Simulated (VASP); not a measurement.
Wanted: the native input for a VASP 6.6.1 run.

```
Task                   : single point
Functional             : PBEsol
Potentials or basis    : VASP PAW PBE potentials, release 64 (La, Te)
Cutoff                 : 520 eV
k mesh                 : 9 × 9 × 9
Occupations            : fermi-dirac, width 0.05 eV
Spin                   : no spin polarisation
Dipole correction      : no
Further INCAR settings : ALGO = Normal; EDIFF = 1e-06; NBANDS = 16
```

The structure of LaTe lies in POSCAR:

```
LaTe
1.0
    3.9360920000      0.0000000000      0.0000000000
    0.0000000000      3.9360920000      0.0000000000
    0.0000000000      0.0000000000      3.9360920000
La Te
1 1
Direct
    0.0000000000      0.0000000000      0.0000000000
    0.5000000000      0.5000000000      0.5000000000
```

One way to write it, as run:

INCAR

```
ALGO = Normal
EDIFF = 1E-6
ENCUT = 520
GGA = PS
ISIF = 2
ISMEAR = -1
LASPH = T
LCHARG = F
LREAL = F
LWAVE = F
NBANDS = 16
NELM = 100
PREC = Accurate
SIGMA = 0.05
```

KPOINTS

```
k-points
0
Gamma
  9 9 9
```

Potentials or basis: VASP PAW PBE potentials, release 64 (La, Te).

Launch:

```bash
$ cat potpaw_PBE.64/La/POTCAR potpaw_PBE.64/Te/POTCAR > POTCAR
$ mpirun -np 1 vasp_std > vasp.out
```

It gave:

- Pressure: -2.9 GPa

Caveat: the PAW data sets were made with another functional, which shifts forces and pressure a little.

Wall time 34 s on 1 thread of AMD EPYC 7R13 Processor (Zen 3), with other jobs on the host, peak memory 0.17 GiB.
